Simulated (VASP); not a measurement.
TaN, 2 atoms in the cell. It takes space group Fm-3m (No. 225, cubic). The conventional cell has a = 4.471 Å, b = 4.471 Å, c = 4.471 Å, α = 90.00°, β = 90.00°, γ = 90.00°. Within 3.0 Å of Ta (site symmetry m-3m) lie 6 N at 2.24 Å. N (site symmetry m-3m) has 6 Ta at 2.24 Å within 3.0 Å. 

* Program: VASP 6.6.1
* Task: single point
* Functional: PBE
* Potentials or basis: VASP PAW PBE potentials, release 64 (Ta_pv, N)
* Cutoff: 520 eV
* k mesh: 11 × 11 × 11
* Occupations: methfessel-paxton, width 0.15 eV
* Spin: no spin polarisation
* Dipole correction: no
* Further INCAR settings: ALGO = Normal; EDIFF = 1e-06; NBANDS = 15

Potentials or basis: VASP PAW PBE potentials, release 64 (Ta_pv, N).

The run is started by

```console
$ cat potpaw_PBE.64/Ta_pv/POTCAR potpaw_PBE.64/N/POTCAR > POTCAR
$ mpirun -np 1 vasp_std > vasp.out
```

Hardware: 1 thread of Intel(R) Xeon(R) Platinum 8488C (Sapphire Rapids), with other jobs on the host.

Problem. Estimate the wall time of this run.

Solution. It took 11 s on 1 thread of Intel(R) Xeon(R) Platinum 8488C (Sapphire Rapids), on a shared host, peak memory 0.15 GiB. Counts: scf iterations 12, k points 56.
